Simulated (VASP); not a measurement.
# Ba8Hf8O25 (a cell with a defect) in VASP: a series of runs

Runs on Ba8Hf8O25 (a cell with a defect). Level: PBEsol. Tasks: single point.

Everything below comes from runs of VASP 6.6.1. Logs are shortened: lines on timing, memory, paths and dates and some standing lists are left out, and cuts for length are marked.

### 1 The cell of the first run

The cell holds a defect, 41 atoms: a = 8.315 Å, b = 8.315 Å, c = 8.315 Å, α = 90.00°, β = 90.00°, γ = 90.00°.

### 2 Single point, PBEsol, collinear spin

The input, INCAR:

```
  PREC = Accurate
  ENCUT = 520
  EDIFF = 1E-6
  ISMEAR = -1
  SIGMA = 0.05
  LREAL = Auto
  LASPH = True
  NELM = 200
  ALGO = Normal
  ISIF = 2
  LWAVE = False
  LCHARG = True
  ISPIN = 2
  MAGMOM = 0 0 0 0.143 0 0 0 0.143 0 0 0 0 0 0 0 0 0 0.143 0 0.143 0 0 0 0 0 0 0 0 0 0 0 0 0 0 0.143 0.143 0 0 0 0 0.143
  LORBIT = 11
  LMAXMIX = 4
  GGA = PS
  LELF = True
  LVHAR = True
  NBANDS = 185
  NELECT = 311.0
  ISYM = -1
  GGA_COMPAT = False
```

The input, KPOINTS:

```
explicit points
1
Reciprocal
  0.25000000   0.25000000   0.25000000 1
```

The input, POSCAR:

```
Ba8Hf8O25
1.0
    8.3151870000      0.0000000000      0.0000000000
    0.0000000000      8.3151870000      0.0000000000
    0.0000000000      0.0000000000      8.3151870000
Ba Hf O
8 8 25
Direct
    0.0119510000      0.0007280000      0.9888060000
    0.0116310000      0.0010560000      0.4993910000
    0.9858200000      0.5016200000      0.0040240000
    0.9864290000      0.5015460000      0.4842880000
    0.4877260000      0.0006270000      0.9878320000
    0.4875250000      0.0006750000      0.4983260000
    0.5130050000      0.5001740000      0.0027840000
    0.5137110000      0.4998410000      0.4830120000
    0.2498770000      0.2491380000      0.2435980000
    0.2497470000      0.2651550000      0.7433890000
    0.2496340000      0.7524270000      0.2433560000
    0.2497880000      0.7362280000      0.7434200000
    0.7499670000      0.2458530000      0.2437010000
    0.7499020000      0.2507060000      0.7436770000
    0.7494870000      0.7557600000      0.2436250000
    0.7496000000      0.7510270000      0.7435400000
    0.2499440000      0.2247220000      0.9963980000
    0.2503580000      0.2243510000      0.4908100000
    0.2499530000      0.7768360000      0.9962120000
    0.2489260000      0.7771050000      0.4905690000
    0.7501620000      0.2522040000      0.9937880000
    0.7497440000      0.2534730000      0.4937500000
    0.7492040000      0.7495200000      0.9935220000
    0.7499810000      0.7480560000      0.4934460000
    0.9989170000      0.2524060000      0.2439050000
    0.0000790000      0.2565930000      0.7429180000
    0.9983910000      0.7493080000      0.2430400000
    0.9998750000      0.7447190000      0.7435680000
    0.5011220000      0.2521720000      0.2433260000
    0.4996370000      0.2572780000      0.7442470000
    0.5006160000      0.7494400000      0.2438590000
    0.4994390000      0.7448800000      0.7434950000
    0.2497120000      0.0007970000      0.2432290000
    0.2499070000      0.0008010000      0.7436450000
    0.2498000000      0.5007630000      0.2437660000
    0.2478640000      0.4993440000      0.8605810000
    0.7498770000      0.0008250000      0.2446370000
    0.7496520000      0.0008410000      0.7430080000
    0.7496010000      0.5008190000      0.2432700000
    0.7498850000      0.5008640000      0.7443930000
    0.2514950000      0.5022600000      0.6263160000
```

Potentials or basis: VASP PAW PBE potentials, release 64 (Ba_sv, Hf_pv, O).

Started as:

```bash
$ cat potpaw_PBE.64/Ba_sv/POTCAR potpaw_PBE.64/Hf_pv/POTCAR potpaw_PBE.64/O/POTCAR > POTCAR
$ mpirun -np 1 vasp_std > vasp.out
```

OUTCAR:

```text
PREC = Accurate
   ENCUT = 520
   EDIFF = 1E-6
   ISMEAR = -1
   LREAL = Auto
   LASPH = True
   NELM = 200
   ISIF = 2
   ISPIN = 2
   LORBIT = 11
   GGA = PS
   NELECT = 311.0
   ISYM = -1

 ion  position               nearest neighbor table
   1  0.012  0.001  0.989-  19 2.72  17 2.72  34 2.84  33 2.90  28 2.95  26 2.95  27 2.98  25 2.98
                            38 2.99  21 3.02  23 3.02  37 3.05  11 3.56   9 3.56  10 3.59  12 3.59
   2  0.012  0.001  0.499-  20 2.71  18 2.72  34 2.84  33 2.91  26 2.94  28 2.95  38 2.97  25 2.98
                            27 2.99  22 3.02  24 3.03  37 3.04   9 3.56  11 3.57  10 3.59  12 3.59
   3  0.986  0.502  0.004-  36 2.48  39 2.80  23 2.85  21 2.85  27 2.86  25 2.88  40 2.92  28 2.96
                            35 2.97  26 2.98  19 3.17  17 3.18  15 3.51  13 3.51  16 3.58  14 3.59
   4  0.986  0.502  0.484-  41 2.50  39 2.81  24 2.84  22 2.85  27 2.88  25 2.88  40 2.92  28 2.96
                            26 2.96  35 2.97  20 3.16  18 3.18  15 3.51  13 3.52  16 3.58  14 3.59
   5  0.488  0.001  0.988-  19 2.72  17 2.72  34 2.83  33 2.90  32 2.94  30 2.94  38 2.98  29 2.98
                            31 2.98  23 3.01  21 3.02  37 3.05  11 3.56   9 3.56  12 3.59  10 3.59
   6  0.488  0.001  0.498-  18 2.71  20 2.72  34 2.84  33 2.90  32 2.95  30 2.96  31 2.98  29 2.98
                            38 2.98  22 3.03  24 3.03  37 3.03   9 3.56  11 3.56  12 3.59  10 3.59
   7  0.513  0.500  0.003-  36 2.50  39 2.81  21 2.85  23 2.86  29 2.87  31 2.89  40 2.91  30 2.95
                            32 2.97  35 2.97  17 3.17  19 3.17  13 3.52  15 3.52  14 3.58  16 3.59
   8  0.514  0.500  0.483-  41 2.48  39 2.80  22 2.84  24 2.85  29 2.87  31 2.88  40 2.93  35 2.96
                            30 2.97  32 2.98  18 3.17  20 3.19  13 3.50  15 3.51  14 3.58  16 3.59
   9  0.250  0.249  0.244-  33 2.07  17 2.07  18 2.07  25 2.09  29 2.09  35 2.09   6 3.56   1 3.56
                             2 3.56   5 3.56   8 3.62   7 3.63   3 3.63   4 3.63
  10  0.250  0.265  0.743-  26 2.08  30 2.08  18 2.13  17 2.13  36 2.18  34 2.20  41 2.20   2 3.59
                             5 3.59   6 3.59   1 3.59   7 3.64   4 3.65   8 3.65   3 3.66
  11  0.250  0.752  0.243-  19 2.07  33 2.07  20 2.07  31 2.09  27 2.09  35 2.09   1 3.56   6 3.56
                             5 3.56   2 3.57   3 3.62   4 3.63   7 3.63   8 3.63
  12  0.250  0.736  0.743-  32 2.08  28 2.08  19 2.13  20 2.13  41 2.18  36 2.20  34 2.20   5 3.59
                             2 3.59   6 3.59   1 3.59   4 3.64   7 3.65   3 3.65   8 3.66
  13  0.750  0.246  0.244-  37 2.04  29 2.07  25 2.07  21 2.08  22 2.08  39 2.12   8 3.50   3 3.51
                             7 3.52   4 3.52   1 3.66   2 3.66   6 3.66   5 3.67
  14  0.750  0.251  0.744-  38 2.08  22 2.08  21 2.08  40 2.08  26 2.08  30 2.08   7 3.58   8 3.58
                             4 3.59   3 3.59   2 3.63   5 3.63   1 3.64   6 3.64
  15  0.749  0.756  0.244-  37 2.04  31 2.07  27 2.07  24 2.08  23 2.08  39 2.12   3 3.51   8 3.51
                             4 3.51   7 3.52   6 3.66   1 3.66   5 3.66   2 3.67
  16  0.750  0.751  0.744-  38 2.08  23 2.08  24 2.08  40 2.08  32 2.08  28 2.08   4 3.58   3 3.58
                             7 3.59   8 3.59   5 3.63   2 3.63   6 3.64   1 3.64
  17  0.250  0.225  0.996-   9 2.07  10 2.13   5 2.72   1 2.72   7 3.17   3 3.18
  18  0.250  0.224  0.491-   9 2.07  10 2.13   6 2.71   2 2.72   8 3.17   4 3.18
  19  0.250  0.777  0.996-  11 2.07  12 2.13   5 2.72   1 2.72   3 3.17   7 3.17
  20  0.249  0.777  0.491-  11 2.07  12 2.13   2 2.71   6 2.72   4 3.16   8 3.19
  21  0.750  0.252  0.994-  13 2.08  14 2.08   7 2.85   3 2.85   1 3.02   5 3.02
  22  0.750  0.253  0.494-  14 2.08  13 2.08   8 2.84   4 2.85   2 3.02   6 3.03
[... 11 lines left out ...]
  34  0.250  0.001  0.744-  10 2.20  12 2.20   5 2.83   2 2.84   6 2.84   1 2.84
  35  0.250  0.501  0.244-   9 2.09  11 2.09   8 2.96   3 2.97   4 2.97   7 2.97
  36  0.248  0.499  0.861-  41 1.95  10 2.18  12 2.20   3 2.48   7 2.50
  37  0.750  0.001  0.245-  13 2.04  15 2.04   6 3.03   2 3.04   1 3.05   5 3.05
  38  0.750  0.001  0.743-  16 2.08  14 2.08   2 2.97   5 2.98   6 2.98   1 2.99
  39  0.750  0.501  0.243-  15 2.12  13 2.12   3 2.80   8 2.80   7 2.81   4 2.81
  40  0.750  0.501  0.744-  14 2.08  16 2.08   7 2.91   3 2.92   4 2.92   8 2.93
  41  0.251  0.502  0.626-  36 1.95  12 2.18  10 2.20   8 2.48   4 2.50

IMPORTANT INFORMATION: All symmetrisations will be switched off!
NOSYMM: (Re-)initialisation of all symmetry stuff for point group C_1.

----------------------------------------------------------------------------------------

                                     Primitive cell

  volume of cell :     574.9314

  direct lattice vectors                    reciprocal lattice vectors
     8.315187000  0.000000000  0.000000000     0.120261877  0.000000000  0.000000000
     0.000000000  8.315187000  0.000000000     0.000000000  0.120261877  0.000000000
     0.000000000  0.000000000  8.315187000     0.000000000  0.000000000  0.120261877

  length of vectors
     8.315187000  8.315187000  8.315187000     0.120261877  0.120261877  0.120261877

  position of ions in fractional coordinates (direct lattice)
     0.011951000  0.000728000  0.988806000
     0.011631000  0.001056000  0.499391000
     0.985820000  0.501620000  0.004024000
     0.986429000  0.501546000  0.484288000
     0.487726000  0.000627000  0.987832000
     0.487525000  0.000675000  0.498326000
[... 33 lines left out ...]
     0.749885000  0.500864000  0.744393000
     0.251495000  0.502260000  0.626316000

  ion indices of the primitive-cell ions
   primitive index   ion index
                 1           1
[... 78 lines left out ...]
   POTIM  = 0.5000    time-step for ionic-motion
   TEBEG  =    0.0;   TEEND  =   0.0 temperature during run
   PSTRESS=    0.0 pullay stress
   NELECT =     311.0000    total number of electrons
   NUPDOWN=      -1.0000    fix difference up-down
   EMIN   =  10.00;   EMAX   =-10.00  energy-range for DOS
   EFERMI =   0.00;   METHOD = LEGACY
   ISMEAR =    -1;   SIGMA  =   0.05  broadening in eV -4-tet -1-fermi 0-gaus
   EFERMI_NEDOS =   21; number of points for ismear=-14 and -15
   IALGO  =     38    algorithm
   IMIX   =      4    mixing-type and parameters
     AMIX     =   0.40;   BMIX     =  1.00
     AMIX_MAG =   1.60;   BMIX_MAG =  1.00
  volume/ion in A,a.u.               =      14.02        94.63
  Fermi-wavevector in a.u.,A,eV,Ry     =   1.333899  2.520704 24.208662  1.779286
  Thomas-Fermi vector in A             =   2.462722
   LORBIT       =     11    0 simple, 1 ext, 2 COOP (PROOUT), +10 PAW based schemes
   GGA     = PS    functional components
   LHFCALC =     F    Hartree Fock is set to
   AEXX    =    0.0000 exact exchange contribution
   IVDW    =     0    specifies the selected vdW correction
   LEPSILON=     F    determine dielectric tensor
   LRPA    =     F    only Hartree local field effects (RPA)
 spin polarized calculation
  energy-cutoff  :      520.00
  volume of cell :      574.93
 maximum number of plane-waves:     15468
 NGX is ok and might be reduce to    64
   NGX = 31   NGY = 31   NGZ = 31

 number of electron     311.0000056 magnetization       0.9999899

 Free energy of the ion-electron system (eV)
  ---------------------------------------------------
  ext. energy  EPLUGINS =         0.00000000
  ---------------------------------------------------
  free energy    TOTEN  =      -363.93816074 eV

  energy without entropy =     -363.93815535  energy(sigma->0) =     -363.93815804

 E-fermi :   3.7024     XC(G=0): -11.2458

 val. band max:        3.0810687560   @ k =   0.2500   0.2500   0.2500
 cond. band min:       4.3237583779   @ k =   0.2500   0.2500   0.2500
 fundamental gap:      1.2426896220
 Fermi energy:         3.7024189134

 spin component 1

 k-point     1 :       0.2500    0.2500    0.2500
  band No.  band energies     occupation
      1     -26.5025      1.00000
      2     -26.4989      1.00000
      3     -26.4962      1.00000
      4     -26.4913      1.00000
      5     -26.4790      1.00000
      6     -26.4735      1.00000
[... 159 lines left out ...]
    166       8.1334      0.00000
    167       8.1645      0.00000
 Fermi energy:         3.7024189134

 spin component 2

 k-point     1 :       0.2500    0.2500    0.2500
  band No.  band energies     occupation
      1     -26.5025      1.00000
      2     -26.4989      1.00000
      3     -26.4962      1.00000
      4     -26.4913      1.00000
      5     -26.4799      1.00000
      6     -26.4744      1.00000
[... 159 lines left out ...]
    166       8.1361      0.00000
    167       8.1662      0.00000
 [bands above 167 left out]

------------------------ aborting loop because EDIFF is reached ----------------------------------------

  FORCE on cell =-STRESS in cart. coord.  units (eV):
  Direction    XX          YY          ZZ          XY          YZ          ZX
  --------------------------------------------------------------------------------------
  -------------------------------------------------------------------------------------
  Total       13.8342313      7.0251787     13.1272325     -2.1326060     -1.8213396     -1.8454465
  in kB       38.5522342     19.5772593     36.5820212     -5.9429920     -5.0755774     -5.1427568
  external PRESSURE =      31.5705049 kB  Pullay stress =       0.0000000 kB

 VOLUME and BASIS-vectors are now :
 -----------------------------------------------------------------------------
  energy-cutoff  :      520.00
  volume of cell :      574.93
      direct lattice vectors                 reciprocal lattice vectors
     8.315187000  0.000000000  0.000000000     0.120261877  0.000000000  0.000000000
     0.000000000  8.315187000  0.000000000     0.000000000  0.120261877  0.000000000
     0.000000000  0.000000000  8.315187000     0.000000000  0.000000000  0.120261877

 POSITION                                       TOTAL-FORCE (eV/Angst)
 -----------------------------------------------------------------------------------
      0.09937      0.00605      8.22211        -0.105862     -0.000098      0.006215
      0.09671      0.00878      4.15253        -0.102135      0.000851     -0.014896
      8.19728      4.17106      0.03346        -0.078253     -0.001913      0.024783
      8.20234      4.17045      4.02695        -0.077677     -0.000158     -0.020031
      4.05553      0.00521      8.21401         0.105321     -0.000241      0.006071
      4.05386      0.00561      4.14367         0.111392      0.000592     -0.009322
[... 33 lines left out ...]
      6.23543      4.16478      6.18977        -0.000019     -0.003269     -0.005695
      2.09123      4.17639      5.20793         0.001593      0.012884      0.262354
 -----------------------------------------------------------------------------------
    total drift:                                0.000299     -0.001980      0.005925

  FREE ENERGIE OF THE ION-ELECTRON SYSTEM (eV)
  ---------------------------------------------------
  free  energy   TOTEN  =      -363.9381607354 eV

  energy  without entropy=     -363.9381553512  energy(sigma->0) =     -363.93815804

 total charge

# of ion       s       p       d       tot
------------------------------------------
    1        2.001   5.622   0.318   7.941
    2        2.001   5.622   0.319   7.942
    3        2.005   5.627   0.356   7.987
    4        2.004   5.629   0.346   7.979
    5        2.001   5.622   0.319   7.942
    6        2.001   5.622   0.318   7.942
[... 33 lines left out ...]
   40        1.554   3.488   0.000   5.042
   41        1.585   3.402   0.000   4.987
--------------------------------------------------
tot         57.657 185.770  15.110 258.536

 magnetization (x)

# of ion       s       p       d       tot
------------------------------------------
    1       -0.000   0.000  -0.000   0.000
    2       -0.000   0.000   0.000   0.000
    3        0.000   0.003   0.003   0.006
    4        0.000   0.002   0.003   0.005
    5       -0.000   0.000   0.000   0.000
    6       -0.000   0.000  -0.000   0.000
[... 33 lines left out ...]
   40        0.000   0.001   0.000   0.001
   41        0.008   0.380   0.000   0.388
--------------------------------------------------
tot          0.016   0.819   0.013   0.848
```

Run time: 6 min. Hardware: 1 thread of Intel Xeon Platinum 8488C (Sapphire Rapids), shared host; peak memory 0.84 GiB.

What came out:

```yaml
Free_energy: -363.9382 eV
Largest_force: 0.269 eV/Å
Net_moment: 1.00 μB per cell
Site_moments: Ba +0.00, +0.01 (each value once); Hf -0.00; O +0.01, +0.00, +0.39 (each value once) μB
Valence_electrons_inside_the_program's_atomic_spheres: Ba 7.94, 7.99, 7.98 (each value once); Hf 8.66, 8.51, 8.68, 8.64 (each value once); O 5.04, 5.05, 5.00, 5.03, 4.99 (each value once)
```

Forces on the atoms (eV/Å):
```
Ba  -0.106  0.000  0.006
Ba  -0.102  0.001 -0.015
Ba  -0.078 -0.002  0.025
Ba  -0.078  0.000 -0.020
Ba   0.105  0.000  0.006
Ba   0.111  0.001 -0.009
Ba   0.075 -0.001  0.013
Ba   0.073  0.004 -0.022
Hf  -0.002 -0.050 -0.004
Hf   0.000  0.072  0.017
Hf  -0.006  0.051  0.003
Hf  -0.002 -0.058  0.009
Hf   0.004  0.018 -0.010
Hf  -0.001  0.003  0.003
Hf   0.005 -0.018 -0.005
Hf  -0.002 -0.007 -0.001
O    0.001  0.132  0.042
O   -0.005  0.132 -0.034
O   -0.001 -0.127  0.035
O    0.003 -0.131 -0.029
O    0.000 -0.026  0.002
O    0.002 -0.041  0.003
O    0.001  0.027 -0.001
O   -0.001  0.041  0.006
O   -0.003 -0.026  0.000
O   -0.010  0.005  0.002
O   -0.003  0.026  0.005
O   -0.007 -0.005 -0.005
O    0.002 -0.027  0.001
O    0.013  0.000 -0.005
O   -0.003  0.024  0.000
O    0.009 -0.005 -0.002
O   -0.002 -0.004  0.007
O   -0.002 -0.001  0.001
O    0.003  0.002 -0.004
O    0.001 -0.011 -0.268
O    0.000 -0.002 -0.006
O    0.001  0.000  0.001
O    0.004 -0.002 -0.002
O    0.000 -0.003 -0.006
O    0.002  0.013  0.262
```

Levels at points of the mesh, in eV from the Fermi level:
Spin up:
```
           k point  band 152  band 153  band 154  band 155  band 156  band 157  band 158  band 159  band 160  band 161
(0.25, 0.25, 0.25)     -1.54     -1.48     -1.46     -1.14     -0.62      2.88      2.97      3.04      3.25      3.31
```
Spin down:
```
           k point  band 152  band 153  band 154  band 155  band 156  band 157  band 158  band 159
(0.25, 0.25, 0.25)     -1.49     -1.45     -1.40     -1.05      0.62      2.88      2.97      3.04
```

Caveat: the cell carries a net charge on a neutralising background, which shifts energy and pressure; the cell is charged against a uniform background, so pressure and absolute levels hang on convention; the PAW data sets were made with another functional, which shifts forces and pressure a little; spin-orbit coupling is left out, which moves the levels of the heavy elements.

### 3 Single point, PBEsol, collinear spin

INCAR is that of step 2.

KPOINTS is that of step 2.

Edit POSCAR of step 2 so:

```diff
@@ -9,3 +9,3 @@
     0.0119510000      0.0007280000      0.9888060000
-    0.0116310000      0.0010560000      0.4993910000
+    0.0116310000      0.0010560000      0.4993900000
     0.9858200000      0.5016200000      0.0040240000
@@ -13,3 +13,3 @@
     0.4877260000      0.0006270000      0.9878320000
-    0.4875250000      0.0006750000      0.4983260000
+    0.4875250000      0.0006750000      0.4983250000
     0.5130050000      0.5001740000      0.0027840000
@@ -25,3 +25,3 @@
     0.2499440000      0.2247220000      0.9963980000
-    0.2503580000      0.2243510000      0.4908100000
+    0.2503580000      0.2243510000      0.4908110000
     0.2499530000      0.7768360000      0.9962120000
```

Potentials or basis: VASP PAW PBE potentials, release 64 (Ba_sv, Hf_pv, O).

Started as:

```bash
$ cat potpaw_PBE.64/Ba_sv/POTCAR potpaw_PBE.64/Hf_pv/POTCAR potpaw_PBE.64/O/POTCAR > POTCAR
$ mpirun -np 1 vasp_std > vasp.out
```

It took 6.9 min on 1 thread of Intel Xeon Platinum 8488C (Sapphire Rapids), shared host; peak memory 0.83 GiB.

The run converged. Its results:

| Item | Value |
| --- | --- |
| Free energy | -363.9382 eV |
| Largest force | 0.269 eV/Å |
| Net moment | 1.00 μB per cell |
| Site moments | Ba +0.00, +0.01 (each value once); Hf -0.00; O +0.01, +0.00, +0.39 (each value once) μB |
| Valence electrons inside the program's atomic spheres | Ba 7.94, 7.99, 7.98 (each value once); Hf 8.66, 8.51, 8.68, 8.64 (each value once); O 5.04, 5.05, 5.00, 5.03, 4.99 (each value once) |

Forces in eV/Å, atoms in the order of the input:
```
Ba  -0.106  0.000  0.006
Ba  -0.102  0.001 -0.015
Ba  -0.078 -0.002  0.025
Ba  -0.078  0.000 -0.020
Ba   0.105  0.000  0.006
Ba   0.111  0.001 -0.009
Ba   0.075 -0.001  0.013
Ba   0.073  0.004 -0.022
Hf  -0.002 -0.050 -0.004
Hf   0.000  0.072  0.017
Hf  -0.006  0.051  0.003
Hf  -0.002 -0.058  0.009
Hf   0.004  0.018 -0.010
Hf  -0.001  0.003  0.003
Hf   0.005 -0.018 -0.005
Hf  -0.002 -0.007 -0.001
O    0.001  0.132  0.042
O   -0.005  0.132 -0.035
O   -0.001 -0.127  0.035
O    0.003 -0.131 -0.029
O    0.000 -0.026  0.002
O    0.002 -0.041  0.003
O    0.001  0.027 -0.001
O   -0.001  0.041  0.006
O   -0.003 -0.026  0.000
O   -0.010  0.005  0.002
O   -0.003  0.026  0.005
O   -0.007 -0.005 -0.005
O    0.002 -0.027  0.001
O    0.013  0.000 -0.005
O   -0.003  0.024  0.000
O    0.009 -0.005 -0.002
O   -0.002 -0.004  0.007
O   -0.002 -0.001  0.001
O    0.003  0.002 -0.004
O    0.001 -0.011 -0.268
O    0.000 -0.002 -0.006
O    0.001  0.000  0.001
O    0.004 -0.002 -0.002
O    0.000 -0.003 -0.006
O    0.002  0.013  0.262
```

Levels at points of the mesh, in eV from the Fermi level:
Spin up:
| k point | band 152 | band 153 | band 154 | band 155 | band 156 | band 157 | band 158 | band 159 | band 160 | band 161 |
| --- | --- | --- | --- | --- | --- | --- | --- | --- | --- | --- |
| (0.25, 0.25, 0.25) | -1.54 | -1.48 | -1.46 | -1.14 | -0.62 | 2.88 | 2.97 | 3.04 | 3.25 | 3.31 |
Spin down:
```
           k point  band 151  band 152  band 153  band 154  band 155  band 156  band 157  band 158  band 159  band 160
(0.25, 0.25, 0.25)     -1.52     -1.49     -1.45     -1.40     -1.05      0.62      2.88      2.97      3.04      3.25
```

Caveat: the cell carries a net charge on a neutralising background, which shifts energy and pressure; the cell is charged against a uniform background, so pressure and absolute levels hang on convention; the PAW data sets were made with another functional, which shifts forces and pressure a little; spin-orbit coupling is left out, which moves the levels of the heavy elements.
